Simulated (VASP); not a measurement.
# BN (P6_3/mmc) in VASP: settings compared, part 2 of 2

VASP 6.6.1. Earlier steps stand in the parts before.

### Step 4. Single point, r2SCAN

POSCAR reads:

```
BN
1.0
    2.5009697631      0.0000000000      0.0000000000
   -1.2504848816      2.1659033489      0.0000000000
    0.0000000000      0.0000000000      6.8957976065
B N
2 2
Direct
    0.3333333333      0.6666666667      0.2500000000
    0.6666666667      0.3333333333      0.7500000000
    0.3333333333      0.6666666667      0.7500000000
    0.6666666667      0.3333333333      0.2500000000
```

INCAR.step1 reads:

```
PREC     = Accurate       # precision mode
ENCUT    = 520            # plane-wave cutoff, eV
ISMEAR   = -5             # smearing method
SIGMA    = 0.1            # smearing width, eV
LREAL    = F              # projectors in reciprocal space
LASPH    = T              # aspherical terms in the spheres
NELM     = 100            # most SCF steps
NBANDS   = 16             # bands
ISYM     = 0            
GGA      = PE             # functional
ALGO     = Normal         # electronic algorithm
EDIFF    = 1E-4           # SCF threshold, eV
LWAVE    = T              # write WAVECAR
LCHARG   = F              # write CHGCAR
```

INCAR.step2 reads:

```
PREC     = Accurate       # precision mode
ENCUT    = 520            # plane-wave cutoff, eV
EDIFF    = 1E-7           # SCF threshold, eV
ISMEAR   = -5             # smearing method
SIGMA    = 0.1            # smearing width, eV
LREAL    = F              # projectors in reciprocal space
LASPH    = T              # aspherical terms in the spheres
NELM     = 100            # most SCF steps
ALGO     = Normal         # electronic algorithm
ISIF     = 2              # what is computed and relaxed
LWAVE    = F              # write WAVECAR
LCHARG   = F              # write CHGCAR
METAGGA  = R2SCAN         # meta-GGA
LMIXTAU  = T            
NBANDS   = 16             # bands
ISYM     = 0            
ISTART   = 1
```

KPOINTS reads:

```
regular mesh
0
Gamma
  10 10 4
```

Potentials or basis: VASP PAW PBE potentials, release 64 (B, N).

Run with:

```
$ cat potpaw_PBE.64/B/POTCAR potpaw_PBE.64/N/POTCAR > POTCAR
$ cp INCAR.step1 INCAR
$ mpirun -np 1 vasp_std > vasp.out
$ cp INCAR.step2 INCAR
$ mpirun -np 1 vasp_std > vasp.out
```

OUTCAR:

```text
PREC = Accurate
   ENCUT = 520
   EDIFF = 1E-7
   ISMEAR = -5
   LREAL = F
   LASPH = T
   NELM = 100
   ISIF = 2
   METAGGA = R2SCAN
   ISYM = 0
   ISTART = 1

 ion  position               nearest neighbor table
   1  0.333  0.667  0.250-   4 1.44   4 1.44   4 1.44
   2  0.667  0.333  0.750-   3 1.44   3 1.44   3 1.44
   3  0.333  0.667  0.750-   2 1.44   2 1.44   2 1.44
   4  0.667  0.333  0.250-   1 1.44   1 1.44   1 1.44

IMPORTANT INFORMATION: All symmetrisations will be switched off!
[... 611 lines left out ...]
     16      17.9548      0.00000

 [... further k-points ...]
[... 5 lines left out ...]
  --------------------------------------------------------------------------------------
  -------------------------------------------------------------------------------------
  Total        0.1566499      0.1566449     -0.0710538     -0.0000043      0.0000000      0.0000000
  in kB        6.7190614      6.7188491     -3.0476535     -0.0001844      0.0000005      0.0000000
  external PRESSURE =       3.4634190 kB  Pullay stress =       0.0000000 kB

 VOLUME and BASIS-vectors are now :
 -----------------------------------------------------------------------------
  energy-cutoff  :      520.00
  volume of cell :       37.35
      direct lattice vectors                 reciprocal lattice vectors
     2.500969763  0.000000000  0.000000000     0.399844898  0.230850560  0.000000000
    -1.250484882  2.165903349  0.000000000     0.000000000  0.461701119  0.000000000
     0.000000000  0.000000000  6.895797607     0.000000000  0.000000000  0.145015857

 POSITION                                       TOTAL-FORCE (eV/Angst)
 -----------------------------------------------------------------------------------
     -0.00000      1.44394      1.72395        -0.000001      0.000000     -0.000000
      1.25048      0.72197      5.17185         0.000001     -0.000000     -0.000000
     -0.00000      1.44394      5.17185         0.000001     -0.000001      0.000000
      1.25048      0.72197      1.72395        -0.000001      0.000001      0.000000
 -----------------------------------------------------------------------------------
    total drift:                               -0.000000     -0.000000      0.000000

  FREE ENERGIE OF THE ION-ELECTRON SYSTEM (eV)
  ---------------------------------------------------
  free  energy   TOTEN  =       -38.5961537509 eV

  energy  without entropy=      -38.5961537509  energy(sigma->0) =      -38.59615375
```

OUTCAR.step1:

```text
PREC = Accurate
   ENCUT = 520
   ISMEAR = -5
   LREAL = F
   LASPH = T
[... 648 lines left out ...]
     -0.00000      1.44394      1.72395         0.000000      0.000001      0.000000
      1.25048      0.72197      5.17185         0.000000     -0.000000      0.000000
     -0.00000      1.44394      5.17185         0.000001     -0.000000      0.000000
      1.25048      0.72197      1.72395        -0.000001     -0.000000     -0.000001
 -----------------------------------------------------------------------------------
    total drift:                                0.000000     -0.000002     -0.000000

  FREE ENERGIE OF THE ION-ELECTRON SYSTEM (eV)
  ---------------------------------------------------
  free  energy   TOTEN  =       -35.1710163639 eV

  energy  without entropy=      -35.1710163639  energy(sigma->0) =      -35.17101636
```

OSZICAR.step1:

```text
N       E                     dE             d eps       ncg     rms          rms(c)
DAV:   1     0.515151969042E+02    0.51515E+02   -0.79645E+03  6536   0.922E+02
DAV:   2    -0.353669286143E+02   -0.86882E+02   -0.79117E+02  9016   0.221E+02
DAV:   3    -0.387822880472E+02   -0.34154E+01   -0.34016E+01  8552   0.437E+01
DAV:   4    -0.388056694625E+02   -0.23381E-01   -0.23374E-01  8096   0.400E+00
DAV:   5    -0.388059052240E+02   -0.23576E-03   -0.23576E-03  8576   0.380E-01    0.113E+01
DAV:   6    -0.355441053065E+02    0.32618E+01   -0.53340E+00  8584   0.176E+01    0.508E+00
DAV:   7    -0.352532684773E+02    0.29084E+00   -0.58559E-01  9032   0.553E+00    0.317E+00
DAV:   8    -0.351745931306E+02    0.78675E-01   -0.24814E-01  8552   0.332E+00    0.483E-01
DAV:   9    -0.351698175034E+02    0.47756E-02   -0.15939E-02  7240   0.103E+00    0.198E-01
DAV:  10    -0.351708800623E+02   -0.10626E-02   -0.14042E-03  7568   0.287E-01    0.353E-02
DAV:  11    -0.351710009785E+02   -0.12092E-03   -0.10078E-04  7072   0.816E-02    0.245E-02
DAV:  12    -0.351710163639E+02   -0.15385E-04   -0.26090E-05  5296   0.396E-02
   1 F= -.35171016E+02 E0= -.35171016E+02  d E =0.000000E+00
```

It took 5.2 min on 1 thread of Intel Xeon 6975P-C, shared host; peak memory 0.24 GiB.

Results:

```
Free energy            : -38.5962 eV
Pressure               : 0.3 GPa
Band gap on the k mesh : 4.92 eV, indirect (least direct gap 5.42 eV)
```

Caveat: the PAW data sets were made with another functional, which shifts forces and pressure a little. A k mesh can miss the band edges.

### Step 5. Summary

```tsv
task	level	cell	cutoff (eV)	smearing	gap on the mesh (eV)	pressure (GPa)
single point	r2SCAN	a = 2.501, b = 2.501, c = 6.896 Å, angles 90.0, 90.0, 120.0°, 4 atoms	520	gaussian 0.01 eV	4.92	0.3
relaxation of cell and atoms	PBE	relaxed from a = 2.512, b = 2.512, c = 6.683 Å, angles 90.0, 90.0, 120.0°, 4 atoms	600	gaussian 0.05 eV	4.55	0.0
single point	r2SCAN	a = 2.501, b = 2.501, c = 6.896 Å, angles 90.0, 90.0, 120.0°, 4 atoms	520	tetrahedron	4.92	0.3
```

Alike in all rows: potentials or basis VASP PAW PBE potentials, release 64 (B, N); no spin polarisation; k mesh 10 × 10 × 4.

Caveats: the PAW data sets were made with another functional, which shifts forces and pressure a little (some runs); this functional lacks dispersion, which binds the layers, so the pressure and a relaxed spacing across them are unreliable (some runs).

Total energies depend on the potentials used, so only differences within one code and one set of settings carry meaning.
